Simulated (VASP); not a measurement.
ZrHg, 2 atoms in the cell. Symmetry: P4/mmm, No. 123, tetragonal system. Conventional cell: a = 3.149 Å, b = 3.149 Å, c = 4.175 Å, α = 90.00°, β = 90.00°, γ = 90.00°. Zr (site symmetry 4/mmm) has 8 Hg at 3.05 Å and 4 Zr at 3.15 Å within 4.0 Å. Within 4.0 Å of Hg (site symmetry 4/mmm) lie 8 Zr at 3.05 Å and 4 Hg at 3.15 Å.  This cell differs from its parent crystal: biaxial strain in the a-b plane: +1.5 %, then relaxed in part.

* Program: VASP 6.6.1
* Task: single point
* Functional: PBEsol
* Potentials or basis: VASP PAW PBE potentials, release 64 (Zr_sv, Hg)
* Cutoff: 520 eV
* k mesh: 14 × 14 × 10
* Occupations: gaussian, width 0.1 eV
* Spin: no spin polarisation
* Dipole correction: no
* Further INCAR settings: ALGO = Fast; EDIFF = 1e-06; NBANDS = 19

Potentials or basis: VASP PAW PBE potentials, release 64 (Zr_sv, Hg).

Run with:

```console
$ cat potpaw_PBE.64/Zr_sv/POTCAR potpaw_PBE.64/Hg/POTCAR > POTCAR
$ mpirun -np 1 vasp_std > vasp.out
```

Hardware: 1 thread of Intel(R) Xeon(R) Platinum 8259CL CPU @ 2.50GHz (Skylake/Cascade Lake), with other jobs on the host.

Estimate the wall time of this run.

Run time: 2.2 min on 1 thread of Intel(R) Xeon(R) Platinum 8259CL CPU @ 2.50GHz (Skylake/Cascade Lake), on a shared host, peak memory 0.29 GiB. Counts: scf iterations 18, k points 216.
